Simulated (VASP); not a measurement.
Write the native input for VASP 6.6.1 that does the following.

```
Task                   : single point
Functional             : BLYP
Potentials or basis    : VASP PAW PBE potentials, release 64 (Ir_sv_GW)
Cutoff                 : 560 eV
k mesh                 : 13 × 13 × 13
Occupations            : fermi-dirac, width 0.1 eV
Spin                   : no spin polarisation
Dipole correction      : no
Further INCAR settings : ALGO = Normal; EDIFF = 1e-06; NBANDS = 14
```

The structure of Ir lies in POSCAR:

```
Ir
1.0
    2.6172762149      0.0000000000      0.0000000000
    0.0000000000      2.6172762149      0.0000000000
    0.0000000000      0.0000000000      2.6172762149
Ir
1
Direct
    0.0000000000      0.0000000000      0.0000000000
```

This isn't the form of Ir at room conditions, which is fcc.

These files were run (other wordings do the same):

INCAR

```
SYSTEM = Ir
PREC     = Accurate       ! precision mode
ENCUT    = 560            ! plane-wave cutoff, eV
EDIFF    = 1E-6           ! SCF threshold, eV
ISMEAR   = -1             ! smearing method
SIGMA    = 0.1            ! smearing width, eV
LREAL    = .False.        ! projectors in reciprocal space
LASPH    = .True.         ! aspherical terms in the spheres
NELM     = 120            ! most SCF steps
ALGO     = Normal         ! electronic algorithm
ISIF     = 2              ! what is computed and relaxed
LWAVE    = .False.        ! write WAVECAR
LCHARG   = .True.         ! write CHGCAR
GGA      = B5             ! functional
ALDAX    = 1.0          
AGGAX    = 1.0          
AGGAC    = 1.0          
ALDAC    = 0.0          
LELF     = .True.         ! ELF
LVHAR    = .True.       
NBANDS   = 14             ! bands
GGA_COMPAT= .False.
```

KPOINTS

```
regular mesh
0
Gamma
  13 13 13
  0 0 0
```

Potentials or basis: VASP PAW PBE potentials, release 64 (Ir_sv_GW).

The run is started by

```sh
$ cat potpaw_PBE.64/Ir_sv_GW/POTCAR > POTCAR
$ mpirun -np 1 vasp_std > vasp.out
```

Results of the run:

```json
{
  "Pressure": "-0.5 GPa",
  "Band gap on the k mesh": "zero (an odd number of electrons rules out a gap without spin polarisation)"
}
```

Caveat: the PAW data sets were made with another functional, which shifts forces and pressure a little; spin-orbit coupling is left out, which moves the levels of the heavy elements.

It took 10 s on 1 thread of Intel(R) Xeon(R) 6975P-C (Granite Rapids), with other jobs on the host, peak memory 0.14 GiB.
